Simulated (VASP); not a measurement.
Set up this calculation in VASP 6.6.1, as the native input.

* Task: single point
* Functional: r2SCAN
* Potentials or basis: VASP PAW PBE potentials, release 64 (Al, Cu)
* Cutoff: 520 eV
* k mesh: 12 × 12 × 12
* Occupations: gaussian, width 0.1 eV
* Spin: no spin polarisation
* Dipole correction: no
* Further INCAR settings: ALGO = Normal; EDIFF = 1e-06; NBANDS = 26

AlCu3:

```
Al Cu
1.0
     3.64182    0.00000    0.00000
     0.00000    3.64182    0.00000
     0.00000    0.00000    3.64182
Al Cu
1 3
Direct
  0.00000 0.00000 0.00000
  0.50000 0.50000 0.00000
  0.50000 0.00000 0.50000
  0.00000 0.50000 0.50000
```

One way to write it, as run:

POSCAR

```
AlCu3
1.0
    3.6418163360      0.0000000000      0.0000000000
    0.0000000000      3.6418163360      0.0000000000
    0.0000000000      0.0000000000      3.6418163360
Al Cu
1 3
Direct
    0.0000000000      0.0000000000      0.0000000000
    0.5000000000      0.5000000000      0.0000000000
    0.5000000000      0.0000000000      0.5000000000
    0.0000000000      0.5000000000      0.5000000000
```

INCAR.step1

```
SYSTEM = AlCu3
PREC = Accurate ; ENCUT = 520
ISMEAR = 0 ; SIGMA = 0.1
LREAL = .False. ; LASPH = .True.
NELM = 60 ; NBANDS = 26
GGA = PE ; ALGO = Normal
EDIFF = 1E-4 ; LWAVE = .True.
LCHARG = .False.
```

INCAR.step2

```
SYSTEM = AlCu3
PREC = Accurate ; ENCUT = 520
EDIFF = 1E-6 ; ISMEAR = 0
SIGMA = 0.1 ; LREAL = .False.
LASPH = .True. ; NELM = 60
ALGO = Normal ; ISIF = 2
LWAVE = .False. ; LCHARG = .False.
METAGGA = R2SCAN ; LMIXTAU = .True.
NBANDS = 26 ; ISTART = 1
```

KPOINTS

```
regular mesh
0
Gamma
  12 12 12
  0 0 0
```

Potentials or basis: VASP PAW PBE potentials, release 64 (Al, Cu).

Launch:

```console
$ cat potpaw_PBE.64/Al/POTCAR potpaw_PBE.64/Cu/POTCAR > POTCAR
$ cp INCAR.step1 INCAR
$ mpirun -np 1 vasp_std > vasp.out
$ cp INCAR.step2 INCAR
$ mpirun -np 1 vasp_std > vasp.out
```

It gave:

The pressure is 0.3 GPa and the band gap on the k mesh is zero (bands 18 and 19 overlap by 5.79 eV).

Caveat: the PAW data sets were made with another functional, which shifts forces and pressure a little.

Run time: 7 min on 1 thread of Intel Xeon 8259CL, on a shared host, peak memory 0.23 GiB.
